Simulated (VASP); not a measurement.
AlN: relaxation of cell and atoms with PBE

The system is AlN.

```xyz
2
Lattice="2.6923 0.0000 0.0000 0.0000 2.6923 0.0000 0.0000 0.0000 4.9808" Properties=species:S:1:pos:R:3 pbc="T T T"
Al    1.3462    1.3462    0.0000
N     0.0000    0.0000    0.0000
```

```json
{
  "Program": "VASP 6.6.1",
  "Task": "relaxation of cell and atoms",
  "Functional": "PBE",
  "Potentials or basis": "VASP PAW PBE potentials, release 64 (Al, N)",
  "Cutoff": "600 eV",
  "k mesh": "10 × 10 × 6",
  "Occupations": "gaussian, width 0.02 eV",
  "Spin": "no spin polarisation",
  "Dipole correction": "no",
  "Further INCAR settings": "ALGO = Normal; EDIFF = 1e-07; IBRION = 2; EDIFFG = -0.01; NSW = 100; ISIF = 3"
}
```

```
Relaxed volume                         : 18.03 Å³/atom
Relaxed cell                           : a = 2.691 Å, b = 2.691 Å, c = 4.980 Å, α = 90.00°, β = 90.00°, γ = 90.00°
Space group after relaxing (to 0.05 Å) : P4/mmm (No. 123)
Energy gained by relaxing              : 0.0 meV/atom
Ionic steps                            : 3
Pressure after relaxing                : 0.0 GPa
Band gap on the k mesh                 : 0.93 eV, indirect (least direct gap 1.88 eV)
```

Stress tensor (GPa, compression positive):
```
 0.02  0.00  0.00
 0.00  0.02  0.00
 0.00  0.00 -0.07
```

Final structure:
```xyz
2
Lattice="2.6912 0.0000 0.0000 0.0000 2.6912 0.0000 0.0000 0.0000 4.9800" Properties=species:S:1:pos:R:3 pbc="T T T"
Al    1.3456    1.3456    0.0000
N     0.0000    0.0000    0.0000
```

Levels at points of the mesh, in eV from the valence-band top:
```csv
k point,band 1,band 2,band 3,band 4,band 5,band 6,band 7,band 8
"(0.00, 0.00, 0.00)",-15.73,-3.88,-0.95,-0.95,0.93,7.71,7.80,8.62
"(0.50, 0.00, 0.00)",-13.76,-7.35,-1.64,-0.52,3.82,5.53,6.69,11.06
"(0.50, 0.50, 0.00)",-12.28,-5.57,-5.57,0.00,3.18,8.09,8.89,8.89
"(0.00, 0.00, 0.50)",-15.72,-4.37,-0.95,-0.95,3.39,4.21,8.65,11.44
"(0.50, 0.00, 0.50)",-13.75,-7.32,-1.82,-0.52,2.64,7.63,8.71,9.05
"(0.50, 0.50, 0.50)",-12.28,-5.56,-5.56,-0.08,3.45,7.04,7.88,7.88
```

Wall time 68 s on 1 thread of AMD EPYC 7R13 Processor (Zen 3), with other jobs on the host, peak memory 0.14 GiB.

A k mesh can miss the band edges. PBE gaps usually lie below the measured ones, often by a third to a half.
